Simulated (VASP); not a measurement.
# CuAs (P6_3/mmc) in VASP: notebook

CuAs is run at these levels: LDA; tasks: single point.

Program: VASP 6.6.1. These are calculated values, not measurements. Logs are shortened: lines on timing, memory, paths and dates and some standing lists are left out, and cuts for length are marked.

## (1) The cell of the first run

Symmetry: P6_3/mmc, No. 194, hexagonal system. The conventional cell has a = 3.493 Å, b = 3.493 Å, c = 5.385 Å, α = 90.00°, β = 90.00°, γ = 120.00°. Within 3.2 Å of Cu (site symmetry -3m) lie 6 As at 2.42 Å and 2 Cu at 2.69 Å. As (site symmetry -6m2) has 6 Cu at 2.42 Å within 3.2 Å.

## (2) Single point, LDA (volume 14.225 Å^3 an atom, c/a of the conventional cell 1.5418)

INCAR reads:

```
SYSTEM = CuAs
PREC     = Accurate       ! precision mode
ENCUT    = 520            ! plane-wave cutoff, eV
EDIFF    = 1E-7           ! SCF threshold, eV
ISMEAR   = 0              ! smearing method
SIGMA    = 0.15           ! smearing width, eV
LREAL    = .False.        ! projectors in reciprocal space
LASPH    = .True.         ! aspherical terms in the spheres
NELM     = 80             ! most SCF steps
ALGO     = Normal         ! electronic algorithm
ISIF     = 2              ! what is computed and relaxed
LWAVE    = .False.        ! write WAVECAR
LCHARG   = .False.        ! write CHGCAR
NBANDS   = 24             ! bands
```

KPOINTS reads:

```
Automatic mesh
0
Gamma
  15 15 10
  0 0 0
```

POSCAR reads:

```
CuAs
1.0
    3.4928869623      0.0000000000      0.0000000000
   -1.7464434812      3.0249288419      0.0000000000
    0.0000000000      0.0000000000      5.3853331185
Cu As
2 2
Direct
    0.0000000000      0.0000000000      0.5000000000
    0.0000000000      0.0000000000      0.0000000000
    0.6666666667      0.3333333333      0.7500000000
    0.3333333333      0.6666666667      0.2500000000
```

Potentials or basis: VASP PAW LDA potentials, release 64 (Cu, As).

Command:

```console
> cat potpaw_LDA.64/Cu/POTCAR potpaw_LDA.64/As/POTCAR > POTCAR
> mpirun -np 1 vasp_std > vasp.out
```

OUTCAR:

```text
SYSTEM = CuAs
   PREC = Accurate
   ENCUT = 520
   EDIFF = 1E-7
   ISMEAR = 0
   LREAL = .False.
   LASPH = .True.
   NELM = 80
   ISIF = 2

 ion  position               nearest neighbor table
   1  0.000  0.000  0.500-   3 2.42   4 2.42   3 2.42   4 2.42   3 2.42   4 2.42   2 2.69   2 2.69

   2  0.000  0.000  0.000-   3 2.42   4 2.42   3 2.42   4 2.42   3 2.42   4 2.42   1 2.69   1 2.69

   3  0.667  0.333  0.750-   1 2.42   2 2.42   1 2.42   2 2.42   1 2.42   2 2.42
   4  0.333  0.667  0.250-   1 2.42   2 2.42   1 2.42   2 2.42   1 2.42   2 2.42

  LATTYP: Found a hexagonal cell.
 ALAT       =     3.4928869623
 C/A-ratio  =     1.5418000000

  Lattice vectors:

 A1 = (   3.4928869623,   0.0000000000,   0.0000000000)
 A2 = (  -1.7464434812,   3.0249288419,   0.0000000000)
 A3 = (   0.0000000000,   0.0000000000,   5.3853331185)

Analysis of symmetry for initial positions (statically):
=====================================================================
 Subroutine PRICEL returns:
 Original cell was already a primitive cell.

 Routine SETGRP: Setting up the symmetry group for a
 hexagonal supercell.

 Subroutine GETGRP returns: Found 24 space group operations
 (whereof 12 operations were pure point group operations)
 out of a pool of 24 trial point group operations.

The static configuration has the point symmetry D_3d.
 The point group associated with its full space group is D_6h.

Analysis of symmetry for dynamics (positions and initial velocities):
=====================================================================
 Subroutine PRICEL returns:
 Original cell was already a primitive cell.

 Routine SETGRP: Setting up the symmetry group for a
 hexagonal supercell.

 Subroutine GETGRP returns: Found 24 space group operations
 (whereof 12 operations were pure point group operations)
 out of a pool of 24 trial point group operations.

The dynamic configuration has the point symmetry D_3d.
 The point group associated with its full space group is D_6h.

 Subroutine INISYM returns: Found 24 space group operations
 (whereof 12 operations are pure point group operations),
 and found     1 'primitive' translations

----------------------------------------------------------------------------------------

                                     Primitive cell

  volume of cell :      56.9000

  direct lattice vectors                    reciprocal lattice vectors
     3.492886962  0.000000000  0.000000000     0.286296124  0.165293144  0.000000000
    -1.746443481  3.024928842  0.000000000     0.000000000  0.330586289  0.000000000
     0.000000000  0.000000000  5.385333119     0.000000000  0.000000000  0.185689535

  length of vectors
     3.492886962  3.492886962  5.385333119     0.330586289  0.330586289  0.185689535

  position of ions in fractional coordinates (direct lattice)
     0.000000000  0.000000000  0.500000000
     0.000000000  0.000000000  0.000000000
     0.666666667  0.333333333  0.750000000
     0.333333333  0.666666667  0.250000000

  ion indices of the primitive-cell ions
   primitive index   ion index
                 1           1
                 2           2
                 3           3
                 4           4

----------------------------------------------------------------------------------------

 KPOINTS: Automatic mesh

Automatic generation of k-mesh.
 Grid dimensions read from file:
 generate k-points for:   15   15   10

 Generating k-lattice:

  Cartesian coordinates                     Fractional coordinates (reciprocal lattice)
     0.019086408  0.011019543  0.000000000     0.066666667  0.000000000  0.000000000
     0.000000000  0.022039086  0.000000000     0.000000000  0.066666667  0.000000000
     0.000000000  0.000000000  0.018568953     0.000000000  0.000000000  0.100000000

  Length of vectors
     0.022039086  0.022039086  0.018568953

  Shift w.r.t. Gamma in fractional coordinates (k-lattice)
     0.000000000  0.000000000  0.000000000

 Subroutine IBZKPT returns following result:
 ===========================================

 Found    162 irreducible k-points:

 Following reciprocal coordinates:
            Coordinates               Weight
  0.000000  0.000000  0.000000      1.000000
  0.066667  0.000000  0.000000      6.000000
  0.133333  0.000000  0.000000      6.000000
  0.200000  0.000000  0.000000      6.000000
  0.266667  0.000000  0.000000      6.000000
  0.333333  0.000000  0.000000      6.000000
[... 16 lines left out ...]
  0.333333  0.200000  0.000000     12.000000
  0.400000  0.200000  0.000000      6.000000
 [... further k-points ...]
   k-points           NKPTS =    162   k-points in BZ     NKDIM =    162   number of bands    NBANDS=     24
   number of dos      NEDOS =    301   number of ions     NIONS =      4
   total plane-waves  NPLWV =  31360
   dimension x,y,z NGX =    28 NGY =   28 NGZ =   40
   dimension x,y,z NGXF=    56 NGYF=   56 NGZF=   80
   ions per type =               2   2
   NGX,Y,Z   is equivalent  to a cutoff of  13.33, 13.33, 12.35 a.u.
   NGXF,Y,Z  is equivalent  to a cutoff of  26.65, 26.65, 24.70 a.u.
 SYSTEM =  CuAs
   PREC   = accura    normal or accurate (medium, high low for compatibility)
   ISTART =      0    job   : 0-new  1-cont  2-samecut
   ICHARG =      2    charge: 1-file 2-atom 10-const
   ISPIN  =      1    spin polarized calculation?
   LNONCOLLINEAR =      F non collinear calculations
   LSORBIT =      F    spin-orbit coupling
   LASPH  =      T    aspherical Exc in radial PAW
   ENCUT  =  520.0 eV  38.22 Ry    6.18 a.u.   6.49  6.49 10.01*2*pi/ulx,y,z
   NELM   =     80;   NELMIN=  2; NELMDL= -5     # of ELM steps
   EDIFF  = 0.1E-06   stopping-criterion for ELM
   LREAL  =      F    real-space projection
   EDIFFG = 0.1E-05   stopping-criterion for IOM
   NSW    =      0    number of steps for IOM
   IBRION =     -1    ionic relax: 0-MD 1-quasi-New 2-CG
   NFREE  =      0    steps in history (QN), initial steepest desc. (CG)
   ISIF   =      2    stress and relaxation
   ISYM   =      2    0-nonsym 1-usesym 2-fastsym
   POTIM  = 0.5000    time-step for ionic-motion
   TEBEG  =    0.0;   TEEND  =   0.0 temperature during run
   PSTRESS=    0.0 pullay stress
   NELECT =      32.0000    total number of electrons
   NUPDOWN=      -1.0000    fix difference up-down
   EMIN   =  10.00;   EMAX   =-10.00  energy-range for DOS
   EFERMI =   0.00;   METHOD = LEGACY
   ISMEAR =     0;   SIGMA  =   0.15  broadening in eV -4-tet -1-fermi 0-gaus
   EFERMI_NEDOS =   21; number of points for ismear=-14 and -15
   IALGO  =     38    algorithm
   IMIX   =      4    mixing-type and parameters
     AMIX     =   0.40;   BMIX     =  1.00
     AMIX_MAG =   1.60;   BMIX_MAG =  1.00
  volume/ion in A,a.u.               =      14.22        96.00
  Fermi-wavevector in a.u.,A,eV,Ry     =   1.351307  2.553600 24.844660  1.826031
  Thomas-Fermi vector in A             =   2.478740
   LORBIT       =      0    0 simple, 1 ext, 2 COOP (PROOUT), +10 PAW based schemes
   GGA     = CA    functional components
   LHFCALC =     F    Hartree Fock is set to
   AEXX    =    0.0000 exact exchange contribution
   IVDW    =     0    specifies the selected vdW correction
   LEPSILON=     F    determine dielectric tensor
   LRPA    =     F    only Hartree local field effects (RPA)
 non-spin polarized calculation
 Gauss-broadening in eV      SIGMA  =   0.15
  energy-cutoff  :      520.00
  volume of cell :       56.90
 maximum number of plane-waves:      1568
 NGX is ok and might be reduce to    28
   NGX = 13   NGY = 13   NGZ = 21

 number of electron      32.0000019 magnetization

 Free energy of the ion-electron system (eV)
  ---------------------------------------------------
  ext. energy  EPLUGINS =         0.00000000
  ---------------------------------------------------
  free energy    TOTEN  =       -19.64561804 eV

  energy without entropy =      -19.62589129  energy(sigma->0) =      -19.63575466

 E-fermi :   7.9974     XC(G=0): -12.0336

 val. band max:        7.9925081739   @ k =   0.3333   0.0667   0.4000
 cond. band min:       7.9982078222   @ k =   0.1333   0.0000   0.1000
 fundamental gap:      0.0056996483
 Fermi energy:         7.9974258248

 k-point     1 :       0.0000    0.0000    0.0000
  band No.  band energies     occupation
      1      -6.6072      2.00000
      2      -3.3412      2.00000
      3       0.2734      2.00000
      4       2.7328      2.00000
      5       2.7328      2.00000
      6       3.1725      2.00000
[... 16 lines left out ...]
     23      17.6293      0.00000
     24      17.6293      0.00000

 k-point     2 :       0.0667    0.0000    0.0000
  band No.  band energies     occupation
      1      -6.5419      2.00000
      2      -3.3159      2.00000
      3       0.3459      2.00000
      4       2.7285      2.00000
      5       2.7418      2.00000
      6       3.1656      2.00000
[... 16 lines left out ...]
     23      16.7724      0.00000
     24      17.1649      0.00000

 k-point     3 :       0.1333    0.0000    0.0000
  band No.  band energies     occupation
      1      -6.3478      2.00000
      2      -3.2452      2.00000
      3       0.5613      2.00000
      4       2.7127      2.00000
      5       2.7643      2.00000
      6       3.1316      2.00000
[... 16 lines left out ...]
     23      15.8658      0.00000
     24      16.3575      0.00000

 k-point     4 :       0.2000    0.0000    0.0000
  band No.  band energies     occupation
      1      -6.0301      2.00000
      2      -3.1452      2.00000
      3       0.9117      2.00000
      4       2.6581      2.00000
      5       2.7870      2.00000
      6       3.0085      2.00000
[... 16 lines left out ...]
     23      16.3523      0.00000
     24      16.8536      0.00000

 k-point     5 :       0.2667    0.0000    0.0000
  band No.  band energies     occupation
      1      -5.5992      2.00000
      2      -3.0469      2.00000
      3       1.3792      2.00000
      4       2.3285      2.00000
      5       2.7936      2.00000
      6       2.8528      2.00000
[... 16 lines left out ...]
     23      17.5384      0.00000
     24      18.0975      0.00000

 k-point     6 :       0.3333    0.0000    0.0000
  band No.  band energies     occupation
      1      -5.0751      2.00000
      2      -3.0019      2.00000
      3       1.6283      2.00000
      4       1.9202      2.00000
      5       2.7788      2.00000
      6       2.8571      2.00000
[... 16 lines left out ...]
     23      18.5110      0.00000
     24      18.8605      0.00000
[... 379 lines left out ...]
 k-point    21 :       0.2000    0.2000    0.0000
  band No.  band energies     occupation
      1      -4.9622      2.00000
      2      -2.9520      2.00000
      3       2.0062      2.00000
      4       2.0493      2.00000
      5       2.4309      2.00000
      6       2.6716      2.00000
[... 16 lines left out ...]
     23      16.3985      0.00000
     24      17.9639      0.00000

 k-point    22 :       0.2667    0.2000    0.0000
  band No.  band energies     occupation
      1      -4.4409      2.00000
      2      -2.9586      2.00000
      3       1.3841      2.00000
      4       2.2966      2.00000
      5       2.5372      2.00000
      6       2.5626      2.00000
[... 16 lines left out ...]
     23      17.0151      0.00000
     24      18.6701      0.00000

 k-point    23 :       0.3333    0.2000    0.0000
  band No.  band energies     occupation
      1      -3.9194      2.00000
      2      -3.0761      2.00000
      3       0.8389      2.00000
      4       2.2329      2.00000
      5       2.4925      2.00000
      6       2.8528      2.00000
[... 16 lines left out ...]
     23      18.1952      0.00000
     24      19.4166      0.00000

 k-point    24 :       0.4000    0.2000    0.0000
  band No.  band energies     occupation
      1      -3.5909      2.00000
      2      -3.2469      2.00000
      3       0.6246      2.00000
      4       2.2160      2.00000
      5       2.4664      2.00000
      6       2.9106      2.00000
[... 16 lines left out ...]
     23      19.1264      0.00000
     24      19.2041      0.00000

 [... further k-points ...]
[... 5 lines left out ...]
  --------------------------------------------------------------------------------------
  -------------------------------------------------------------------------------------
  Total        5.1197646      5.1197646      0.2117242     -0.0000000      0.0000000      0.0000000
  in kB      144.1611735    144.1611735      5.9616825     -0.0000000      0.0000000      0.0000000
  external PRESSURE =      98.0946765 kB  Pullay stress =       0.0000000 kB

 VOLUME and BASIS-vectors are now :
 -----------------------------------------------------------------------------
  energy-cutoff  :      520.00
  volume of cell :       56.90
      direct lattice vectors                 reciprocal lattice vectors
     3.492886962  0.000000000  0.000000000     0.286296124  0.165293144  0.000000000
    -1.746443481  3.024928842  0.000000000     0.000000000  0.330586289  0.000000000
     0.000000000  0.000000000  5.385333119     0.000000000  0.000000000  0.185689535

 POSITION                                       TOTAL-FORCE (eV/Angst)
 -----------------------------------------------------------------------------------
      0.00000      0.00000      2.69267        -0.000000      0.000000      0.000000
      0.00000      0.00000      0.00000        -0.000000      0.000000      0.000000
      1.74644      1.00831      4.03900         0.000000      0.000000     -0.000000
     -0.00000      2.01662      1.34633         0.000000     -0.000000      0.000000
 -----------------------------------------------------------------------------------
    total drift:                               -0.000000      0.000000     -0.000000

  FREE ENERGIE OF THE ION-ELECTRON SYSTEM (eV)
  ---------------------------------------------------
  free  energy   TOTEN  =       -19.6456180417 eV

  energy  without entropy=      -19.6258912850  energy(sigma->0) =      -19.63575466
```

It took 2.9 min on 1 thread of AMD EPYC 9R45 (Zen 5), shared host; peak memory 0.27 GiB.

What came out:

```yaml
Free_energy: -19.6456 eV
Pressure: 9.8 GPa
Band_gap_on_the_k_mesh: zero (band 16 reaches 9.93 eV, above the bottom of band 17 at 7.01 eV)
```

## (3) Single point, LDA (volume 14.225 Å^3 an atom, c/a of the conventional cell 1.3657)

INCAR reads:

```
SYSTEM = CuAs
PREC = Accurate ; ENCUT = 520
EDIFF = 1E-7 ; ISMEAR = 0
SIGMA = 0.15 ; LREAL = .FALSE.
LASPH = .TRUE. ; NELM = 60
ALGO = Normal ; ISIF = 2
LWAVE = .FALSE. ; LCHARG = .FALSE.
GGA = CA ; NBANDS = 24
```

KPOINTS reads:

```
regular mesh
0
G
  15 15 10
  0 0 0
```

POSCAR reads:

```
CuAs
1.0
    3.6369900124      0.0000000000      0.0000000000
   -1.8184950062      3.1497257440      0.0000000000
    0.0000000000      0.0000000000      4.9670372599
Cu As
2 2
Direct
    0.0000000000      0.0000000000      0.5000000000
    0.0000000000      0.0000000000      0.0000000000
    0.6666666667      0.3333333333      0.7500000000
    0.3333333333      0.6666666667      0.2500000000
```

Potentials or basis: VASP PAW LDA potentials, release 64 (Cu, As).

Command:

```console
> cat potpaw_LDA.64/Cu/POTCAR potpaw_LDA.64/As/POTCAR > POTCAR
> mpirun -np 1 vasp_std > vasp.out
```

Wall time 3.4 min (1 thread of AMD EPYC 9R45 (Zen 5), shared host); peak memory 0.27 GiB.

It converged, with:

```yaml
Free_energy: -19.9728 eV
Pressure: 8.8 GPa
Band_gap_on_the_k_mesh: zero (band 16 reaches 9.65 eV, above the bottom of band 17 at 7.00 eV)
```

Stress tensor (GPa, compression positive):
```
11.26  0.00  0.00
 0.00 11.26  0.00
 0.00  0.00  3.82
```

Levels at points of the mesh, in eV from the Fermi level:
| k point | band 13 | band 14 | band 15 | band 16 | band 17 | band 18 | band 19 | band 20 |
| --- | --- | --- | --- | --- | --- | --- | --- | --- |
| (0.00, 0.00, 0.00) | -2.01 | -0.01 | -0.01 | 1.65 | 1.65 | 2.77 | 3.05 | 4.80 |
| (0.00, 0.00, 0.50) | -1.30 | -1.30 | 1.23 | 1.23 | 1.23 | 1.23 | 4.98 | 4.98 |

(Part 1 of 2 ends here.)
